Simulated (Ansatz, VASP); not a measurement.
# One calculation of InAs, two programs

Contents of INCAR:

```
  PREC = Accurate
  ENCUT = 520
  EDIFF = 1E-6
  ISMEAR = -1
  SIGMA = 0.15
  LREAL = False
  LASPH = True
  NELM = 100
  ALGO = Normal
  ISIF = 2
  LWAVE = False
  LCHARG = True
  GGA = PE
  LELF = True
  LVHAR = True
  NBANDS = 16
```

The input KPOINTS:

```
regular mesh
0
Gamma
  12 12 12
```

Contents of POSCAR:

```
InAs
1.0
    0.0000000000      3.1142700212      3.1142700212
    3.1142700212      0.0000000000      3.1142700212
    3.1142700212      3.1142700212      0.0000000000
In As
1 1
Direct
    0.0000000000      0.0000000000      0.0000000000
    0.7500000000      0.7500000000      0.7500000000
```

Input for Ansatz:

```yaml
crystal:
  lattice:
    - [0.0, 3.1142700212, 3.1142700212]
    - [3.1142700212, 0.0, 3.1142700212]
    - [3.1142700212, 3.1142700212, 0.0]
  atoms:
    - { symbol: In, position: [0.0, 0.0, 0.0] }
    - { symbol: As, position: [0.75, 0.75, 0.75] }
basis:
  ecutwfc: 420
kpoints:
  mp_grid: { grid: [12, 12, 12] }
hamiltonian:
  xc: pbe
scf:
  occupations: { method: fermi_dirac, width: 0.15 }
output:
  forces: true
  stress: true
  eigenvalues: true
```

Alike in both runs: task single point; functional PBE; k mesh 12 × 12 × 12; occupations fermi-dirac, width 0.15 eV; no spin polarisation.

|  | VASP | Ansatz |
| --- | --- | --- |
| version | VASP 6.6.1 | Ansatz 0.2.0 |
| potentials or method | VASP PAW PBE potentials, release 64 (In_d, As), cutoff 520 eV | scalar-relativistic, plane waves, PAW |
| valence electrons in the cell | 18 | 28 |

```tsv
	VASP	Ansatz	Ansatz less VASP
gap on the k mesh at the Fermi level (eV)	none	none	-
pressure (GPa)	-0.9	-0.9	-0.04
```

A gap of «none» marks a metal or a gap that the smearing closes. With one functional, cell and mesh, what is left measures potentials, basis and numerics. VASP's potentials hold 18 valence electrons a cell and Ansatz's 28, so a difference there can come from the potentials and not from the codes.
